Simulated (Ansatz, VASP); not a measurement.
One calculation of Ta, two programs

```
CELL_PARAMETERS angstrom
0.00000 3.17049 3.17049
3.17049 0.00000 3.17049
3.17049 3.17049 0.00000
ATOMIC_POSITIONS crystal
Ta 0.12500 0.12500 0.12500
Ta 0.87500 0.87500 0.87500
```

Alike in both runs: task single point; functional PBE; k mesh 10 × 10 × 10; occupations fermi-dirac, width 0.1 eV; no spin polarisation.

|  | VASP | Ansatz |
| --- | --- | --- |
| version | VASP 6.6.1 | Ansatz 0.2.0 |
| potentials or method | VASP PAW PBE potentials, release 64 (Ta_pv), cutoff 520 eV | plane waves (420 eV) with PAW, scalar-relativistic |
| valence electrons in the cell | 22 | 26 |

```csv
,VASP,Ansatz,Ansatz less VASP
pressure (GPa),-6.5,-6.5,+0.03
```

VASP's potentials hold 22 valence electrons a cell and Ansatz's 26, so a difference there can come from the potentials and not from the codes.

Neither program's run includes spin-orbit coupling.
